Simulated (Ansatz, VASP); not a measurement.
This is a calculation of PtSe2 for VASP 6.6.1.

Contents of INCAR:

```
SYSTEM = PtSe2
PREC = Accurate ; ENCUT = 520
EDIFF = 1E-6 ; ISMEAR = 0
SIGMA = 0.03 ; LREAL = .FALSE.
LASPH = .TRUE. ; NELM = 80
ALGO = Normal ; ISIF = 2
LWAVE = .FALSE. ; LCHARG = .FALSE.
GGA = PE ; NBANDS = 18
```

The input KPOINTS:

```
Automatic mesh
0
G
  8 8 5
  0 0 0
```

POSCAR

```
PtSe2
1.0
    3.7240000000      0.0000000000      0.0000000000
   -1.8620000000      3.2250786037      0.0000000000
    0.0000000000      0.0000000000      5.0620000000
Pt Se
1 2
Direct
    0.0000000000      0.0000000000      0.0000000000
    0.6666666667      0.3333333333      0.7500000000
    0.3333333333      0.6666666667      0.2500000000
```

Potentials or basis: VASP PAW PBE potentials, release 64 (Pt, Se).

The run is started by

```bash
$ cat potpaw_PBE.64/Pt/POTCAR potpaw_PBE.64/Se/POTCAR > POTCAR
$ mpirun -np 1 vasp_std > vasp.out
```

Problem. Translate it to Ansatz 0.2.0. Potentials there: Ansatz PAW.

Solution. As run (the cutoff follows the program's own potentials):

Contents of input.yaml:

```yaml
crystal:
  lattice:
    - [3.724, 0.0, 0.0]
    - [-1.862, 3.2250786037, 0.0]
    - [0.0, 0.0, 5.062]
  atoms:
    - { symbol: Pt, position: [0.0, 0.0, 0.0] }
    - { symbol: Se, position: [0.6666666667, 0.3333333333, 0.75] }
    - { symbol: Se, position: [0.3333333333, 0.6666666667, 0.25] }
hamiltonian:
  xc: pbe
  pseudopotentials: { kind: paw }
kpoints:
  mp_grid: { grid: [8, 8, 5] }
scf:
  occupations: { method: gaussian, width: 0.03 }
output:
  forces: true
  stress: true
  eigenvalues: true
```

Potentials or basis: Ansatz PAW.

Launch:

```bash
$ ansatz run input.yaml --threads 2 --pin off --max-ram 5632MiB --backend cpu --events-out ev --progress --plain --runs-dir out
```

Both were run:

|  | VASP | Ansatz | Ansatz less VASP |
| --- | --- | --- | --- |
| gap on the k mesh at the Fermi level (eV) | none | none | - |
| pressure (GPa) | 7.3 | 7.3 | +0.01 |
| traceless stress, the component that is largest in VASP (GPa) | -1.16 | -1.15 | +0.010 |
| rms of the force components (eV/Å) | 0.272 | 0.269 | -0.0031 |

Atom by atom the forces differ by 0.003 eV/Å (rms over components). A gap of «none» marks a metal or a gap that the smearing closes. With one functional, cell and mesh, what is left measures potentials, basis and numerics. VASP's potentials hold 22 valence electrons a cell and Ansatz's 50, so a difference there can come from the potentials and not from the codes.

Spin-orbit coupling is off throughout.
